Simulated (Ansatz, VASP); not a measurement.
BaH6Rh: VASP beside Ansatz

The input INCAR:

```
SYSTEM = BaH6Rh
ALGO     = Normal         ! electronic algorithm
EDIFF    = 1E-6           ! SCF threshold, eV
ENCUT    = 520            ! plane-wave cutoff, eV
GGA      = PE             ! functional
ISIF     = 2              ! what is computed and relaxed
ISMEAR   = 0              ! smearing method
ISPIN    = 2              ! spin polarisation
LASPH    = .TRUE.         ! aspherical terms in the spheres
LCHARG   = .FALSE.        ! write CHGCAR
LMAXMIX  = 4              ! l up to which the mixer works
LORBIT   = 11             ! projections on sites
LREAL    = .FALSE.        ! projectors in reciprocal space
LWAVE    = .FALSE.        ! write WAVECAR
MAGMOM   = 0 0 0 0 0 0 0 1 ! initial moments
NBANDS   = 30             ! bands
NELM     = 150            ! most SCF steps
PREC     = Accurate       ! precision mode
SIGMA    = 0.1            ! smearing width, eV
```

KPOINTS

```
k-points
0
G
  4 4 4
  0 0 0
```

Contents of POSCAR:

```
BaH6Rh
1.0
    0.0000000000      4.1087102700      4.1087102700
    4.1087102700      0.0000000000      4.1087102700
    4.1087102700      4.1087102700      0.0000000000
Ba H Rh
1 6 1
Direct
    0.5000000000      0.5000000000      0.5000000000
    0.7996983196      0.2003016804      0.2003016804
    0.2003016804      0.7996983196      0.7996983196
    0.2003016804      0.7996983196      0.2003016804
    0.7996983196      0.2003016804      0.7996983196
    0.2003016804      0.2003016804      0.7996983196
    0.7996983196      0.7996983196      0.2003016804
    0.0000000000      0.0000000000      0.0000000000
```

Input for Ansatz:

```yaml
crystal:
  lattice:
    - [0.0, 4.10871027, 4.10871027]
    - [4.10871027, 0.0, 4.10871027]
    - [4.10871027, 4.10871027, 0.0]
  atoms:
    - { symbol: Ba, position: [0.5, 0.5, 0.5] }
    - { symbol: H, position: [0.7996983196, 0.2003016804, 0.2003016804] }
    - { symbol: H, position: [0.2003016804, 0.7996983196, 0.7996983196] }
    - { symbol: H, position: [0.2003016804, 0.7996983196, 0.2003016804] }
    - { symbol: H, position: [0.7996983196, 0.2003016804, 0.7996983196] }
    - { symbol: H, position: [0.2003016804, 0.2003016804, 0.7996983196] }
    - { symbol: H, position: [0.7996983196, 0.7996983196, 0.2003016804] }
    - { symbol: Rh, position: [0.0, 0.0, 0.0], spin: 1.0 }
basis:
  ecutwfc: 420
kpoints:
  mp_grid: { grid: [4, 4, 4] }
hamiltonian:
  xc: pbe
scf:
  occupations: { method: gaussian, width: 0.1 }
  lower_state_search: "off"
output:
  forces: true
  stress: true
  eigenvalues: true
  populations: true
magnetization:
  spin_polarized: true
```

Alike in both runs: task single point; functional PBE; k mesh 4 × 4 × 4; occupations gaussian, width 0.1 eV; collinear spin.

```csv
,VASP,Ansatz
version,VASP 6.6.1,Ansatz 0.2.0
potentials or method,"VASP PAW PBE potentials, release 64 (Ba_sv, H, Rh_pv), cutoff 520 eV","scalar-relativistic, plane waves, PAW"
valence electrons in the cell,31,33
```

```csv
,VASP,Ansatz,Ansatz less VASP
gap on the k mesh at the Fermi level (eV),none,none,-
pressure (GPa),0.7,0.6,-0.11
rms of the force components (eV/Å),0.018,0.002,-0.0165
net moment per atom (μB),0.11,0.12,+0.001
size of the moment on the site where the two differ most (μB),0.66,0.36,-0.298
```

Site moments also hang on the region over which each program counts them. Atom by atom the forces differ by 0.016 eV/Å (rms over components). A gap of «none» marks a metal or a gap that the smearing closes. The functional is the same, so the differences come from potentials, cutoffs and numerics. VASP's potentials hold 31 valence electrons a cell and Ansatz's 33, so a difference there can come from the potentials and not from the codes.

Neither program's run includes spin-orbit coupling.
